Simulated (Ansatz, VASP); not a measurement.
# Two plane-wave programs on EuO

File INCAR:

```
PREC     = Accurate       # precision mode
ENCUT    = 600            # plane-wave cutoff, eV
EDIFF    = 1E-6           # SCF threshold, eV
ISMEAR   = 0              # smearing method
SIGMA    = 0.05           # smearing width, eV
LREAL    = False          # projectors in reciprocal space
LASPH    = True           # aspherical terms in the spheres
NELM     = 200            # most SCF steps
ALGO     = Normal         # electronic algorithm
ISIF     = 2              # what is computed and relaxed
LWAVE    = False          # write WAVECAR
LCHARG   = False          # write CHGCAR
ISPIN    = 2              # spin polarisation
MAGMOM   = 7.35 -0.09     # initial moments
LORBIT   = 11             # projections on sites
LMAXMIX  = 6              # l up to which the mixer works
LDAU     = True           # DFT+U
LDAUTYPE = 2            
LDAUL    = 3 -1           # shell
LDAUU    = 6 0            # U, eV
LDAUJ    = 0 0          
LDAUPRINT= 1            
GGA      = CA             # functional
NBANDS   = 22             # bands
GGA_COMPAT= False
```

KPOINTS

```
regular mesh
0
Gamma
  8 8 8
```

The input POSCAR:

```
EuO
1.0
    0.0000000000      2.4749742730      2.4749742730
    2.4749742730      0.0000000000      2.4749742730
    2.4749742730      2.4749742730      0.0000000000
Eu O
1 1
Direct
    0.5000000000      0.5000000000      0.5000000000
    0.0000000000      0.0000000000      0.0000000000
```

Input for Ansatz:

```yaml
crystal:
  lattice:
    - [0.0, 2.474974273, 2.474974273]
    - [2.474974273, 0.0, 2.474974273]
    - [2.474974273, 2.474974273, 0.0]
  atoms:
    - { symbol: Eu, position: [0.5, 0.5, 0.5], spin: 7.36 }
    - { symbol: O, position: [0.0, 0.0, 0.0] }
basis:
  ecutwfc: 420
  ecutrho_ratio: 4
kpoints:
  mp_grid: { grid: [8, 8, 8] }
hamiltonian:
  xc: lda
  hubbard:
    sites:
      - { species: Eu, l: f, u_eff: 6.0, starting_ns: start.occupation_matrices }
    ns_hold: { iters: 6 }
scf:
  occupations: { method: gaussian, width: 0.05 }
  lower_state_search: "off"
output:
  forces: true
  stress: true
  eigenvalues: true
  populations: true
  hubbard: { sites: [{ species: Eu, l: f }] }
magnetization:
  spin_polarized: true
```

Alike in both runs: task single point; functional LDA; k mesh 8 × 8 × 8; occupations gaussian, width 0.05 eV; collinear spin; Hubbard terms Eu f U = 6.0 eV.

```csv
,VASP,Ansatz
version,VASP 6.6.1,Ansatz 0.2.0
potentials or method,"VASP PAW PBE potentials, release 64 (Eu, O), cutoff 600 eV","scalar-relativistic, plane waves, PAW"
valence electrons in the cell,23,23
```

VASP gave:

- gap on the k mesh at the Fermi level (eV): none
- pressure (GPa): 4.4
- net moment per atom (μB): 3.50
- size of the moment on the site where the two differ most (μB): 6.73

Task: Which values does Ansatz return?

Result: gap on the k mesh at the Fermi level (eV): none; pressure (GPa): 5.0; net moment per atom (μB): 3.50; size of the moment on the site where the two differ most (μB): 6.68.

VASP's potentials were made for PBE, not for LDA. LDA's correlation is that of Perdew and Zunger in VASP and of Perdew and Wang (1992) in Ansatz. Site moments also hang on the region over which each program counts them. The programs project onto different local orbitals, so the same U acts differently, and such runs can settle in different states. A gap of «none» marks a metal or a gap that the smearing closes. Ansatz's warnings: filled band counts differ across k points.

Neither program's run includes spin-orbit coupling.
